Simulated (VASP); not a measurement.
# Rb4O (I-43m) in VASP: notebook, part 2 of 2

VASP 6.6.1. The steps go on from the part before.

### Step 3. Single point, PBE, collinear spin, ferromagnetic start

Contents of INCAR:

```
PREC     = Accurate       # precision mode
ENCUT    = 520            # plane-wave cutoff, eV
EDIFF    = 1E-7           # SCF threshold, eV
ISMEAR   = 0              # smearing method
SIGMA    = 0.1            # smearing width, eV
LREAL    = False          # projectors in reciprocal space
LASPH    = True           # aspherical terms in the spheres
NELM     = 150            # most SCF steps
ALGO     = Normal         # electronic algorithm
ISIF     = 2              # what is computed and relaxed
LWAVE    = False          # write WAVECAR
LCHARG   = False          # write CHGCAR
ISPIN    = 2              # spin polarisation
MAGMOM   = 0 0 0 0 1      # initial moments
LORBIT   = 11             # projections on sites
GGA      = PE             # functional
NBANDS   = 33             # bands
```

Contents of KPOINTS:

```
Automatic mesh
0
Gamma
  4 4 4
```

Contents of POSCAR:

```
Rb4O
1.0
   -3.7189629200      3.7189629200      3.7189629200
    3.7189629200     -3.7189629200      3.7189629200
    3.7189629200      3.7189629200     -3.7189629200
Rb O
4 1
Direct
    0.0000000000      0.6305807800      0.0000000000
    0.3694192200      0.3694192200      0.3694192200
    0.0000000000      0.0000000000      0.6305807800
    0.6305807800      0.0000000000      0.0000000000
    0.0000000000      0.0000000000      0.0000000000
```

Potentials or basis: VASP PAW PBE potentials, release 64 (Rb_sv, O).

Command:

```
$ cat potpaw_PBE.64/Rb_sv/POTCAR potpaw_PBE.64/O/POTCAR > POTCAR
$ mpirun -np 1 vasp_std > vasp.out
```

It took 3.4 min on 1 thread of Intel Xeon 6975P-C, shared host; peak memory 0.44 GiB.

The run converged. Its results:

```yaml
Free_energy: -10.4848 eV
Pressure: 4.7 GPa
Largest_force: 0.903 eV/Å
Band_gap_on_the_k_mesh: zero (filled and empty bands overlap)
Net_moment: 0.00 μB per cell
Valence_electrons_inside_the_program's_atomic_spheres: Rb 7.35; O 4.98
```

Forces in eV/Å, atoms in the order of the input:
```
Rb  -0.521  0.521 -0.521
Rb   0.521  0.521  0.521
Rb  -0.521 -0.521  0.521
Rb   0.521 -0.521 -0.521
O    0.000  0.000  0.000
```

Levels at points of the mesh, in eV from the Fermi level:
Spin up:
```csv
k point,band 17,band 18,band 19,band 20,band 21,band 22,band 23,band 24,band 25,band 26
"(0.00, 0.00, 0.00)",-11.27,-1.98,-1.92,-1.92,-1.92,0.89,0.89,2.84,2.84,2.84
"(0.50, 0.00, 0.00)",-11.37,-2.35,-2.16,-1.95,-0.41,-0.20,0.85,2.17,2.53,2.85
"(0.50, 0.50, 0.50)",-11.55,-2.37,-2.37,-2.37,0.75,0.75,1.11,1.11,1.11,2.10
```
Spin down:
```
           k point  band 17  band 18  band 19  band 20  band 21  band 22  band 23  band 24  band 25  band 26
(0.00, 0.00, 0.00)   -11.27    -1.98    -1.92    -1.92    -1.92     0.89     0.89     2.84     2.84     2.84
(0.50, 0.00, 0.00)   -11.37    -2.35    -2.16    -1.95    -0.41    -0.20     0.85     2.17     2.53     2.85
(0.50, 0.50, 0.50)   -11.55    -2.37    -2.37    -2.37     0.75     0.75     1.11     1.11     1.11     2.10
```

### Step 4. Relaxation of cell and atoms, PBE

This run uses another cell than the first one, of 65.53 Å³/atom, 1.593 times its volume.

Contents of INCAR:

```
SYSTEM = Rb4O
PREC = Accurate ; ENCUT = 600
EDIFF = 1E-6 ; ISMEAR = 0
SIGMA = 0.1 ; LREAL = .FALSE.
LASPH = .TRUE. ; NELM = 80
ALGO = Normal ; ISIF = 3
LWAVE = .FALSE. ; LCHARG = .FALSE.
GGA = PE ; IBRION = 2
NSW = 100 ; EDIFFG = -0.01
```

Contents of KPOINTS:

```
regular mesh
0
G
  6 6 6
  0 0 0
```

Contents of POSCAR:

```
Rb4O
1.0
   -4.3429241490      4.3429241490      4.3429241490
    4.3429241490     -4.3429241490      4.3429241490
    4.3429241490      4.3429241490     -4.3429241490
Rb O
4 1
Direct
    0.0000000000      0.6616322812      0.0000000000
    0.3383677188      0.3383677188      0.3383677188
    0.0000000000      0.0000000000      0.6616322812
    0.6616322812      0.0000000000      0.0000000000
    0.0000000000      0.0000000000      0.0000000000
```

Command:

```
$ cat potpaw_PBE.64/Rb_sv/POTCAR potpaw_PBE.64/O/POTCAR > POTCAR
$ mpirun -np 1 vasp_std > vasp.out
```

Run time: 15 min. Hardware: 1 thread of Intel Xeon 6975P-C, shared host; peak memory 0.61 GiB.

The run converged. Its results:

- Free energy: -11.4552 eV
- Relaxed volume: 68.31 Å³/atom
- Relaxed cell: a = 7.627 Å, b = 7.627 Å, c = 7.627 Å, α = 109.47°, β = 109.47°, γ = 109.47°
- Space group after relaxing (to 0.05 Å): I-43m (No. 217)
- Energy gained by relaxing: 1.1 meV/atom
- Ionic steps: 7
- Pressure after relaxing: 0.0 GPa
- Band gap on the k mesh: zero (band 21 reaches 0.54 eV, above the bottom of band 22 at -0.19 eV)

The path:
```csv
step,energy change (eV),largest force (eV/Å),pressure (GPa),volume (Å³)
1,0.0000,0.0611,0.18,327.65
2,-0.0032,0.0135,0.08,331.07
3,-0.0039,0.0210,0.01,333.66
4,-0.0040,0.0202,0.01,334.02
5,-0.0043,0.0177,0.01,335.09
6,-0.0048,0.0127,0.01,337.24
7,-0.0053,0.0020,0.00,341.57
```

Final structure:
```cif
data_structure
_symmetry_space_group_name_H-M 'P 1'
_symmetry_Int_Tables_number 1
_cell_length_a 7.6272
_cell_length_b 7.6272
_cell_length_c 7.6272
_cell_angle_alpha 109.471
_cell_angle_beta 109.471
_cell_angle_gamma 109.471
_cell_volume 341.57
loop_
_atom_site_label
_atom_site_type_symbol
_atom_site_fract_x
_atom_site_fract_y
_atom_site_fract_z
_atom_site_occupancy
Rb1 Rb 0.00000 0.66411 0.00000 1
Rb2 Rb 0.33589 0.33589 0.33589 1
Rb3 Rb 0.00000 0.00000 0.66411 1
Rb4 Rb 0.66411 0.00000 0.00000 1
O1 O 0.00000 0.00000 0.00000 1
```

Levels at points of the mesh, in eV from the Fermi level:
```csv
k point,band 18,band 19,band 20,band 21,band 22,band 23,band 24,band 25
"(0.00, 0.00, 0.00)",-1.40,-1.37,-1.37,-1.37,1.56,1.56,2.12,2.12
"(0.50, 0.00, 0.00)",-1.58,-1.47,-1.39,-0.22,-0.20,1.08,1.57,1.89
"(0.50, 0.50, 0.50)",-1.57,-1.57,-1.57,0.53,0.53,0.84,0.84,0.84
```

### Step 5. Single point, PBE, collinear spin, ferromagnetic start

This run uses another cell than the first one, of 65.53 Å³/atom, 1.593 times its volume.

Contents of INCAR:

```
SYSTEM = Rb4O
PREC     = Accurate       ! precision mode
ENCUT    = 520            ! plane-wave cutoff, eV
EDIFF    = 1E-7           ! SCF threshold, eV
ISMEAR   = 0              ! smearing method
SIGMA    = 0.1            ! smearing width, eV
LREAL    = .False.        ! projectors in reciprocal space
LASPH    = .True.         ! aspherical terms in the spheres
NELM     = 150            ! most SCF steps
ALGO     = Normal         ! electronic algorithm
ISIF     = 2              ! what is computed and relaxed
LWAVE    = .False.        ! write WAVECAR
LCHARG   = .True.         ! write CHGCAR
ISPIN    = 2              ! spin polarisation
MAGMOM   = 0 0 0 0 1      ! initial moments
LORBIT   = 11             ! projections on sites
GGA      = PE             ! functional
LELF     = .True.         ! ELF
LVHAR    = .True.       
NBANDS   = 33             ! bands
```

Contents of KPOINTS:

```
regular mesh
0
Gamma
  4 4 4
  0 0 0
```

POSCAR is that of step 4.

Potentials or basis: VASP PAW PBE potentials, release 64 (Rb_sv, O).

Command:

```
$ cat potpaw_PBE.64/Rb_sv/POTCAR potpaw_PBE.64/O/POTCAR > POTCAR
$ mpirun -np 1 vasp_std > vasp.out
```

OUTCAR:

```text
SYSTEM = Rb4O
   PREC = Accurate
   ENCUT = 520
   EDIFF = 1E-7
   ISMEAR = 0
   LREAL = .False.
   LASPH = .True.
   NELM = 150
   ISIF = 2
   ISPIN = 2
   LORBIT = 11
   GGA = PE

 ion  position               nearest neighbor table
   1  0.000  0.662  0.000-   5 2.55   3 4.16   4 4.16   2 4.16   4 4.78   3 4.78   2 4.78   3 4.78
                             4 4.78   2 4.78
   2  0.338  0.338  0.338-   5 2.55   3 4.16   1 4.16   4 4.16   3 4.78   4 4.78   3 4.78   1 4.78
                             4 4.78   1 4.78
   3  0.000  0.000  0.662-   5 2.55   1 4.16   4 4.16   2 4.16   2 4.78   4 4.78   1 4.78   1 4.78
                             4 4.78   2 4.78
   4  0.662  0.000  0.000-   5 2.55   1 4.16   3 4.16   2 4.16   2 4.78   3 4.78   1 4.78   2 4.78
                             1 4.78   3 4.78
[... 799 lines left out ...]
      2.87342     -2.87342      2.87342        -0.035942      0.035942     -0.035942
      1.46951      1.46951      1.46951         0.035942      0.035942      0.035942
      2.87342      2.87342     -2.87342        -0.035942     -0.035942      0.035942
     -2.87342      2.87342      2.87342         0.035942     -0.035942     -0.035942
      0.00000      0.00000      0.00000         0.000000     -0.000000      0.000000
 -----------------------------------------------------------------------------------
    total drift:                               -0.000000     -0.000000     -0.000000

  FREE ENERGIE OF THE ION-ELECTRON SYSTEM (eV)
  ---------------------------------------------------
  free  energy   TOTEN  =       -11.4524132273 eV

  energy  without entropy=      -11.4360755520  energy(sigma->0) =      -11.44424439

 total charge

# of ion       s       p       d       tot
------------------------------------------
    1        1.958   5.319   0.042   7.318
    2        1.958   5.319   0.042   7.318
    3        1.958   5.319   0.042   7.318
    4        1.958   5.319   0.042   7.318
    5        1.567   3.339   0.000   4.906
--------------------------------------------------
tot          9.398  24.616   0.166  34.180

 magnetization (x)

# of ion       s       p       d       tot
------------------------------------------
    1        0.000  -0.000  -0.000  -0.000
    2        0.000  -0.000  -0.000  -0.000
    3        0.000  -0.000  -0.000  -0.000
    4        0.000  -0.000  -0.000  -0.000
    5       -0.000  -0.000   0.000  -0.000
--------------------------------------------------
tot          0.000  -0.000  -0.000  -0.000
```

stdout:

```text
POSCAR found type information on POSCAR RbO
 POSCAR found :  2 types and       5 ions
 scaLAPACK will be used
 LDA part: xc-table for (Slater+PW92), standard interpolation
 POSCAR, INCAR and KPOINTS ok, starting setup
 FFT: planning ... GRIDC
 FFT: planning ... GRID_SOFT
 FFT: planning ... GRID
 WAVECAR not read
 entering main loop
```

Wall time 6.6 min (1 thread of Intel Xeon 6975P-C, shared host); peak memory 0.63 GiB.

What came out:

```
Free energy                                           : -11.4524 eV
Pressure                                              : 0.2 GPa
Largest force                                         : 0.062 eV/Å
Band gap on the k mesh                                : zero (filled and empty bands overlap)
Net moment                                            : 0.00 μB per cell
Valence electrons inside the program's atomic spheres : Rb 7.32; O 4.91
```

Forces in eV/Å, atoms in the order of the input:
```
Rb  -0.036  0.036 -0.036
Rb   0.036  0.036  0.036
Rb  -0.036 -0.036  0.036
Rb   0.036 -0.036 -0.036
O    0.000  0.000  0.000
```

### Step 6. The runs side by side

```tsv
task	spin	cell	k mesh	cutoff (eV)	gap on the mesh (eV)	pressure (GPa)	moment (μB)	relaxed volume (Å³/atom)	largest force (eV/Å)
relaxation of cell and atoms	off	relaxed from a = 6.441 Å, angles 109.5°, 5 atoms	4 × 4 × 4	600	none	0.0	-	65.13	0.01
single point	collinear, ferromagnetic start	a = 6.441 Å, angles 109.5°, 5 atoms	4 × 4 × 4	520	none	4.7	0.00	-	0.90
relaxation of cell and atoms	off	relaxed from a = 7.522 Å, angles 109.5°, 5 atoms	6 × 6 × 6	600	none	0.0	-	68.31	-
single point	collinear, ferromagnetic start	a = 7.522 Å, angles 109.5°, 5 atoms	4 × 4 × 4	520	none	0.2	0.00	-	0.06
```

Alike in all rows: level PBE; potentials or basis VASP PAW PBE potentials, release 64 (Rb_sv, O); smearing gaussian 0.1 eV.

Caveats: the volume moved by over 15 % at a fixed basis, so the end points are rough (some runs).

Absolute energies hang on the potentials; compare differences alone.
